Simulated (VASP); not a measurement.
## Si: single point with r2SCAN

Si:

```
CELL_PARAMETERS angstrom
2.69473 0.00000 0.00000
-1.34736 2.33370 0.00000
0.00000 0.00000 2.43145
ATOMIC_POSITIONS crystal
Si 0.00000 0.00000 0.00000
```

This cell differs from its parent crystal: strain +0.025 along x and y, -0.025 along z.

```
Program                : VASP 6.6.1
Task                   : single point
Functional             : r2SCAN
Potentials or basis    : VASP PAW PBE potentials, release 64 (Si)
Cutoff                 : 520 eV
k mesh                 : 24 × 24 × 24
Occupations            : gaussian, width 0.15 eV
Spin                   : no spin polarisation
Dipole correction      : no
Further INCAR settings : ALGO = Normal; EDIFF = 1e-06; NBANDS = 8
```

The pressure is -1.8 GPa and the band gap on the k mesh is zero (bands 2 and 3 overlap by 12.91 eV).

Stress tensor (GPa, compression positive):
```
-4.52  0.00  0.00
 0.00 -4.52  0.00
 0.00  0.00  3.51
```

Levels at points of the mesh, in eV from the Fermi level:
| k point | band 1 | band 2 | band 3 | band 4 | band 5 |
| --- | --- | --- | --- | --- | --- |
| (0.00, 0.00, 0.00) | -14.56 | 8.14 | 9.49 | 9.74 | 9.74 |
| (0.50, 0.00, 0.00) | -8.25 | -7.01 | 4.72 | 6.47 | 14.20 |
| (0.00, 0.00, 0.50) | -9.06 | -7.28 | 13.98 | 13.98 | 15.59 |
| (0.50, 0.00, 0.50) | -2.70 | -2.55 | -1.72 | 1.91 | 8.96 |

Run time: 3.5 min on 1 thread of Intel(R) Xeon(R) Platinum 8488C (Sapphire Rapids), on a shared host, peak memory 0.18 GiB.

Caveat: the cell differs from its parent crystal (strain +0.025 along x and y, -0.025 along z); the stress differs along the axes, from -5 to 4 GPa; the PAW data sets were made with another functional, which shifts forces and pressure a little.
